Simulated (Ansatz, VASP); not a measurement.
**Y3LuO2 in VASP and in Ansatz**

```
CELL_PARAMETERS angstrom
4.55426 0.00000 0.00000
0.00000 4.55426 0.00000
0.00000 0.00000 6.43847
ATOMIC_POSITIONS crystal
Y 0.50000 0.00000 0.99767
Y 0.00000 0.50000 0.99767
Y 0.00000 0.00000 0.43114
Lu 0.50000 0.50000 0.57467
O 0.50000 0.50000 0.90938
O 0.00000 0.00000 0.08947
```

Change from the starting cell: species swapped into the Zr2P3S type (P4mm, No. 99).

Alike in both runs: functional PBE; k mesh 8 × 8 × 6; occupations gaussian, width 0.1 eV; no spin polarisation.

Ansatz relaxed the structure, and its values are those at the end. VASP's run is a single point on that final structure, the one shown.

|  | VASP | Ansatz |
| --- | --- | --- |
| version | VASP 6.6.1 | Ansatz 0.2.0 |
| potentials or method | VASP PAW PBE potentials, release 64 (Y_sv, Lu, O), cutoff 520 eV | scalar-relativistic, plane waves, PAW |
| valence electrons in the cell | 70 | 70 |

Ansatz gave:

```
pressure (GPa)                     : 0.0
rms of the force components (eV/Å) : 0.001
```

Estimate VASP's values.

pressure (GPa): 0.0; rms of the force components (eV/Å): 0.031.

Neither program's run includes spin-orbit coupling.
